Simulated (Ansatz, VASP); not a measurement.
Re: VASP beside Ansatz

Contents of INCAR:

```
PREC = Accurate
ENCUT = 520
EDIFF = 1E-6
ISMEAR = -1
SIGMA = 0.05
LREAL = False
LASPH = True
NELM = 60
ALGO = Normal
ISIF = 2
LWAVE = False
LCHARG = False
GGA = B5
ALDAX = 1.0
AGGAX = 1.0
AGGAC = 1.0
ALDAC = 0.0
NBANDS = 14
```

The input KPOINTS:

```
regular mesh
0
Gamma
  11 11 6
```

Contents of POSCAR:

```
Re
1.0
    2.7608000000      0.0000000000      0.0000000000
   -1.3804000000      2.3909229348      0.0000000000
    0.0000000000      0.0000000000      4.4582000000
Re
2
Direct
    0.6666666667      0.3333333333      0.7500000000
    0.3333333333      0.6666666667      0.2500000000
```

input.yaml

```yaml
crystal:
  lattice:
    - [2.7608, 0.0, 0.0]
    - [-1.3804, 2.3909229348, 0.0]
    - [0.0, 0.0, 4.4582]
  atoms:
    - { symbol: Re, position: [0.6666666667, 0.3333333333, 0.75] }
    - { symbol: Re, position: [0.3333333333, 0.6666666667, 0.25] }
kpoints:
  mp_grid: { grid: [11, 11, 6] }
  band_path:
    path:
      - [0.0, 0.0, 0.0]
      - [0.5, 0.0, 0.0]
      - [0.3333333333, 0.3333333333, 0.0]
      - [0.0, 0.0, 0.0]
      - [0.0, 0.0, 0.5]
      - [0.5, 0.0, 0.5]
      - [0.3333333333, 0.3333333333, 0.5]
      - [0.0, 0.0, 0.5]
    npoints: 6
scf:
  occupations: { method: fermi_dirac, width: 0.05 }
hamiltonian:
  xc: blyp
  pseudopotentials: { kind: all_electron, lapw: { basis_error: 0.001 } }
output:
  forces: true
  stress: true
  eigenvalues: true
```

Alike in both runs: functional BLYP; k mesh 11 × 11 × 6; occupations fermi-dirac, width 0.05 eV; no spin polarisation.

```csv
,VASP,Ansatz
version,VASP 6.6.1,Ansatz 0.2.0
potentials or method,"VASP PAW PBE potentials, release 64 (Re), cutoff 520 eV","all-electron LAPW, scalar-relativistic"
task,single point,band structure
```

```csv
,VASP,Ansatz,Ansatz less VASP
gap on the k mesh at the Fermi level (eV),none,none,-
pressure (GPa),22.0,19.6,-2.44
"traceless stress, the component that is largest in VASP (GPa)",-0.56,-0.50,+0.059
```

VASP's potentials were made for PBE, not for BLYP. A gap of «none» marks a metal or a gap that the smearing closes. Ansatz ran all-electron here, and VASP with PAW potentials.

Neither program's run includes spin-orbit coupling.
